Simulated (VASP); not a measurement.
# NbTe (P-6m2) in VASP: notebook

The runs below take NbTe through single point, with HF, HSE06.

Everything below comes from runs of VASP 6.6.1. Logs are shortened: lines on timing, memory, paths and dates and some standing lists are left out, and cuts for length are marked.

## Step 1: The cell of the first run

The structure is hexagonal, space group P-6m2 (No. 187). Conventional cell: a = 3.707 Å, b = 3.707 Å, c = 3.680 Å, α = 90.00°, β = 90.00°, γ = 120.00°. Te (site symmetry -6m2) has 6 Nb at 2.82 Å and 8 Te at 3.68 to 3.71 Å within 3.8 Å. Nb (site symmetry -6m2) has 6 Te at 2.82 Å and 8 Nb at 3.68 to 3.71 Å within 3.8 Å.

## Step 2: Single point, HF

Input file POSCAR:

```
NbTe
1.0
    3.7074869622      0.0000000000      0.0000000000
   -1.8537434811      3.2107778935      0.0000000000
    0.0000000000      0.0000000000      3.6802233005
Te Nb
1 1
Direct
    0.6666666667      0.3333333333      0.0000000000
    0.0000000000      0.0000000000      0.5000000000
```

Input file INCAR.step1:

```
SYSTEM = NbTe
  PREC = Accurate
  ENCUT = 520
  EDIFF = 1E-5
  ISMEAR = -1
  SIGMA = 0.05
  LREAL = .False.
  LASPH = .True.
  NELM = 100
  ALGO = Normal
  ISIF = 2
  LWAVE = .True.
  LCHARG = .False.
  GGA = PE
  NBANDS = 16
```

Input file INCAR.step2:

```
SYSTEM = NbTe
  PREC = Accurate
  ENCUT = 520
  EDIFF = 1E-6
  ISMEAR = -1
  SIGMA = 0.05
  LREAL = .False.
  LASPH = .True.
  NELM = 100
  ALGO = Normal
  ISIF = 2
  LWAVE = .False.
  LCHARG = .False.
  GGA = PE
  LHFCALC = .True.
  AEXX = 1.0
  ALDAC = 0.0
  AGGAC = 0.0
  PRECFOCK = Normal
  ISTART = 1
  NBANDS = 16
```

Input file KPOINTS:

```
Automatic mesh
0
Gamma
  4 4 4
  0 0 0
```

Potentials or basis: VASP PAW PBE potentials, release 64 (Te, Nb_sv).

Run with:

```
cat potpaw_PBE.64/Te/POTCAR potpaw_PBE.64/Nb_sv/POTCAR > POTCAR
cp INCAR.step1 INCAR
mpirun -np 1 vasp_std > vasp.out
cp INCAR.step2 INCAR
mpirun -np 1 vasp_std > vasp.out
```

OUTCAR:

```text
SYSTEM = NbTe
   PREC = Accurate
   ENCUT = 520
   EDIFF = 1E-6
   ISMEAR = -1
   LREAL = .False.
   LASPH = .True.
   NELM = 100
   ISIF = 2
   GGA = PE
   LHFCALC = .True.
   AEXX = 1.0
   PRECFOCK = Normal
   ISTART = 1

 ion  position               nearest neighbor table
   1  0.667  0.333  0.000-   2 2.82   2 2.82   2 2.82   2 2.82   2 2.82   2 2.82
   2  0.000  0.000  0.500-   1 2.82   1 2.82   1 2.82   1 2.82   1 2.82   1 2.82

  LATTYP: Found a hexagonal cell.
 ALAT       =     3.7074869622
 C/A-ratio  =     0.9926463230

  Lattice vectors:

 A1 = (   3.7074869622,   0.0000000000,   0.0000000000)
 A2 = (  -1.8537434811,   3.2107778935,   0.0000000000)
 A3 = (   0.0000000000,   0.0000000000,   3.6802233005)

Analysis of symmetry for initial positions (statically):
=====================================================================
 Subroutine PRICEL returns:
 Original cell was already a primitive cell.

 Routine SETGRP: Setting up the symmetry group for a
 hexagonal supercell.

 Subroutine GETGRP returns: Found 12 space group operations
 (whereof 12 operations were pure point group operations)
 out of a pool of 24 trial point group operations.

The static configuration has the point symmetry D_3h.

Analysis of symmetry for dynamics (positions and initial velocities):
=====================================================================
 Subroutine PRICEL returns:
 Original cell was already a primitive cell.

 Routine SETGRP: Setting up the symmetry group for a
 hexagonal supercell.

 Subroutine GETGRP returns: Found 12 space group operations
 (whereof 12 operations were pure point group operations)
 out of a pool of 24 trial point group operations.

The dynamic configuration has the point symmetry D_3h.

 Subroutine INISYM returns: Found 12 space group operations
 (whereof 12 operations are pure point group operations),
 and found     1 'primitive' translations

----------------------------------------------------------------------------------------

                                     Primitive cell

  volume of cell :      43.8091

  direct lattice vectors                    reciprocal lattice vectors
     3.707486962  0.000000000  0.000000000     0.269724482  0.155725502  0.000000000
    -1.853743481  3.210777893  0.000000000     0.000000000  0.311451004  0.000000000
     0.000000000  0.000000000  3.680223300     0.000000000  0.000000000  0.271722642

  length of vectors
     3.707486962  3.707486962  3.680223300     0.311451004  0.311451004  0.271722642

  position of ions in fractional coordinates (direct lattice)
     0.666666667  0.333333333  0.000000000
     0.000000000  0.000000000  0.500000000

  ion indices of the primitive-cell ions
   primitive index   ion index
                 1           1
                 2           2

----------------------------------------------------------------------------------------

 KPOINTS: Automatic mesh

Automatic generation of k-mesh.
 Grid dimensions read from file:
 generate k-points for:    4    4    4

 Generating k-lattice:

  Cartesian coordinates                     Fractional coordinates (reciprocal lattice)
     0.067431120  0.038931376  0.000000000     0.250000000  0.000000000  0.000000000
     0.000000000  0.077862751  0.000000000     0.000000000  0.250000000  0.000000000
     0.000000000  0.000000000  0.067930661     0.000000000  0.000000000  0.250000000

  Length of vectors
     0.077862751  0.077862751  0.067930661

  Shift w.r.t. Gamma in fractional coordinates (k-lattice)
     0.000000000  0.000000000  0.000000000

 Subroutine IBZKPT returns following result:
 ===========================================

 Found     12 irreducible k-points:

 Following reciprocal coordinates:
            Coordinates               Weight
  0.000000  0.000000  0.000000      1.000000
  0.250000  0.000000  0.000000      6.000000
  0.500000  0.000000  0.000000      3.000000
  0.250000  0.250000  0.000000      6.000000
  0.000000  0.000000  0.250000      2.000000
  0.250000  0.000000  0.250000     12.000000
  0.500000  0.000000  0.250000      6.000000
  0.250000  0.250000  0.250000     12.000000
  0.000000  0.000000  0.500000      1.000000
  0.250000  0.000000  0.500000      6.000000
  0.500000  0.000000  0.500000      3.000000
  0.250000  0.250000  0.500000      6.000000
   k-points           NKPTS =     12   k-points in BZ     NKDIM =     64   number of bands    NBANDS=     16
   number of dos      NEDOS =    301   number of ions     NIONS =      2
   total plane-waves  NPLWV =  21952
   dimension x,y,z NGX =    28 NGY =   28 NGZ =   28
   dimension x,y,z NGXF=    56 NGYF=   56 NGZF=   56
   ions per type =               1   1
   NGX,Y,Z   is equivalent  to a cutoff of  12.56, 12.56, 12.65 a.u.
   NGXF,Y,Z  is equivalent  to a cutoff of  25.11, 25.11, 25.30 a.u.
 SYSTEM =  NbTe
   PREC   = accura    normal or accurate (medium, high low for compatibility)
   ISTART =      1    job   : 0-new  1-cont  2-samecut
   ICHARG =      0    charge: 1-file 2-atom 10-const
   ISPIN  =      1    spin polarized calculation?
   LNONCOLLINEAR =      F non collinear calculations
   LSORBIT =      F    spin-orbit coupling
   LASPH  =      T    aspherical Exc in radial PAW
   ENCUT  =  520.0 eV  38.22 Ry    6.18 a.u.   6.89  6.89  6.84*2*pi/ulx,y,z
   NELM   =    100;   NELMIN=  2; NELMDL=  0     # of ELM steps
   EDIFF  = 0.1E-05   stopping-criterion for ELM
   LREAL  =      F    real-space projection
   EDIFFG = 0.1E-04   stopping-criterion for IOM
   NSW    =      0    number of steps for IOM
   IBRION =     -1    ionic relax: 0-MD 1-quasi-New 2-CG
   NFREE  =      0    steps in history (QN), initial steepest desc. (CG)
   ISIF   =      2    stress and relaxation
   ISYM   =      3    0-nonsym 1-usesym 2-fastsym
   POTIM  = 0.5000    time-step for ionic-motion
   TEBEG  =    0.0;   TEEND  =   0.0 temperature during run
   PSTRESS=    0.0 pullay stress
   NELECT =      19.0000    total number of electrons
   NUPDOWN=      -1.0000    fix difference up-down
   EMIN   =  10.00;   EMAX   =-10.00  energy-range for DOS
   EFERMI =   0.00;   METHOD = LEGACY
   ISMEAR =    -1;   SIGMA  =   0.05  broadening in eV -4-tet -1-fermi 0-gaus
   EFERMI_NEDOS =   21; number of points for ismear=-14 and -15
   IALGO  =     38    algorithm
   IMIX   =      1    mixing-type and parameters
     AMIX     =   0.40;   BMIX     =  1.00
     AMIX_MAG =   1.60;   BMIX_MAG =  1.00
  volume/ion in A,a.u.               =      21.90       147.82
  Fermi-wavevector in a.u.,A,eV,Ry     =   1.239190  2.341730 20.893006  1.535593
  Thomas-Fermi vector in A             =   2.373684
   LORBIT       =      0    0 simple, 1 ext, 2 COOP (PROOUT), +10 PAW based schemes
   GGA     = PE    functional components
   LHFCALC =     T    Hartree Fock is set to
   PRECFOCK=normal    Normal, Fast or Accurate (Low or Medium for compatibility)
   ENCUT4O =  -1.0   cutoff for four orbital integrals eV
   NKREDX  =     1    reduce k-point grid by
   NKREDY  =     1    reduce k-point grid by
   NKREDZ  =     1    reduce k-point grid by
   AEXX    =    1.0000 exact exchange contribution
   HFSCREEN=    0.0000 screening length (either q_TF or 0.3 A-1)
   HFSCREENC=   0.0000 screening length for correlation (either q_TF or 0.3 A-1)
   ENCUTFOCK=  -1.0 apply spherical cutoff to Coloumb kernel
   IVDW    =     0    specifies the selected vdW correction
   LEPSILON=     F    determine dielectric tensor
   LRPA    =     F    only Hartree local field effects (RPA)
 non-spin polarized calculation
  energy-cutoff  :      520.00
  volume of cell :       43.81
 maximum number of plane-waves:      1196
 NGX is ok and might be reduce to    28
  NGX = 24; NGY = 24; NGZ = 24

 number of electron      18.9999998 magnetization

 Free energy of the ion-electron system (eV)
  ---------------------------------------------------
  ext. energy  EPLUGINS =         0.00000000
  ---------------------------------------------------
  free energy    TOTEN  =       -29.25106197 eV

  energy without entropy =      -29.25106197  energy(sigma->0) =      -29.25106197

 E-fermi :  12.8543     XC(G=0):   0.0000

 val. band max:       11.5340478924   @ k =   0.5000   0.0000   0.0000
 cond. band min:      14.5159816019   @ k =   0.2500   0.0000   0.0000
 fundamental gap:      2.9819337095
 Fermi energy:        12.8543024475

 k-point     1 :       0.0000    0.0000    0.0000
  band No.  band energies     occupation
      1     -60.9948      2.00000
      2     -31.5352      2.00000
      3     -31.2766      2.00000
      4     -31.2766      2.00000
      5      -9.6521      2.00000
      6       4.8996      2.00000
[... 8 lines left out ...]
     15      22.3266      0.00000
     16      23.6760      0.00000

 k-point     2 :       0.2500    0.0000    0.0000
  band No.  band energies     occupation
      1     -60.9852      2.00000
      2     -31.5052      2.00000
      3     -31.4269      2.00000
      4     -31.3190      2.00000
      5      -8.6340      2.00000
      6       2.0111      2.00000
[... 8 lines left out ...]
     15      23.2544      0.00000
     16      25.4741      0.00000

 k-point     3 :       0.5000    0.0000    0.0000
  band No.  band energies     occupation
      1     -60.9755      2.00000
      2     -31.5730      2.00000
      3     -31.4830      2.00000
      4     -31.3620      2.00000
      5      -7.1825      2.00000
      6      -0.6600      2.00000
[... 8 lines left out ...]
     15      21.8981      0.00000
     16      26.0454      0.00000

 k-point     4 :       0.2500    0.2500    0.0000
  band No.  band energies     occupation
      1     -60.9756      2.00000
      2     -31.5228      2.00000
      3     -31.4825      2.00000
      4     -31.4111      2.00000
      5      -7.2487      2.00000
      6       0.3322      2.00000
[... 8 lines left out ...]
     15      24.1224      0.00000
     16      25.1099      0.00000
[... 96 lines left out ...]
 k-point    10 :       0.2500    0.0000    0.5000
  band No.  band energies     occupation
      1     -60.9754      2.00000
      2     -31.7281      2.00000
      3     -31.4092      2.00000
      4     -31.2992      2.00000
      5      -7.1911      2.00000
      6       0.0016      2.00000
[... 8 lines left out ...]
     15      22.6229      0.00000
     16      25.4034      0.00000

 k-point    11 :       0.5000    0.0000    0.5000
  band No.  band energies     occupation
      1     -60.9641      2.00000
      2     -31.7044      2.00000
      3     -31.5668      2.00000
      4     -31.3414      2.00000
      5      -6.6717      2.00000
      6       1.1343      2.00000
[... 8 lines left out ...]
     15      21.2969      0.00000
     16      21.9126      0.00000

 k-point    12 :       0.2500    0.2500    0.5000
  band No.  band energies     occupation
      1     -60.9643      2.00000
      2     -31.7053      2.00000
      3     -31.5133      2.00000
      4     -31.3944      2.00000
      5      -6.6586      2.00000
      6       1.1760      2.00000
[... 8 lines left out ...]
     15      21.1300      0.00000
     16      23.0858      0.00000

------------------------ aborting loop because EDIFF is reached ----------------------------------------

  FORCE on cell =-STRESS in cart. coord.  units (eV):
  Direction    XX          YY          ZZ          XY          YZ          ZX
  --------------------------------------------------------------------------------------
  -------------------------------------------------------------------------------------
  Total       -1.0561904     -1.0561904     -1.3195875      0.0000000      0.0000000      0.0000000
  in kB      -38.6268012    -38.6268012    -48.2597090      0.0000000      0.0000000      0.0000000
  external PRESSURE =     -41.8377705 kB  Pullay stress =       0.0000000 kB

 VOLUME and BASIS-vectors are now :
 -----------------------------------------------------------------------------
  energy-cutoff  :      520.00
  volume of cell :       43.81
      direct lattice vectors                 reciprocal lattice vectors
     3.707486962  0.000000000  0.000000000     0.269724482  0.155725502  0.000000000
    -1.853743481  3.210777893  0.000000000     0.000000000  0.311451004  0.000000000
     0.000000000  0.000000000  3.680223300     0.000000000  0.000000000  0.271722642

 POSITION                                       TOTAL-FORCE (eV/Angst)
 -----------------------------------------------------------------------------------
      1.85374      1.07026      0.00000         0.000000      0.000000      0.000000
      0.00000      0.00000      1.84011         0.000000      0.000000      0.000000
 -----------------------------------------------------------------------------------
    total drift:                                0.000002      0.000012     -0.000001

  FREE ENERGIE OF THE ION-ELECTRON SYSTEM (eV)
  ---------------------------------------------------
  free  energy   TOTEN  =       -29.2510619663 eV

  energy  without entropy=      -29.2510619663  energy(sigma->0) =      -29.25106197
```

It took 41 min on 1 thread of Intel Xeon 8259CL, shared host; peak memory 0.19 GiB.

Results:

```
Free energy            : -29.2511 eV
Pressure               : -4.2 GPa
Band gap on the k mesh : zero (an odd number of electrons rules out a gap without spin polarisation)
```

Caveat: the k points lie up to 0.49 Å⁻¹ apart, too coarse for converged energies and pressures of a metal; the PAW data sets were made with another functional, which shifts forces and pressure a little; spin-orbit coupling is left out, which moves the levels of the heavy elements.

[end of part 1 of 2]

The gap in the log of VASP goes by the Fermi energy; the results here count the filled bands.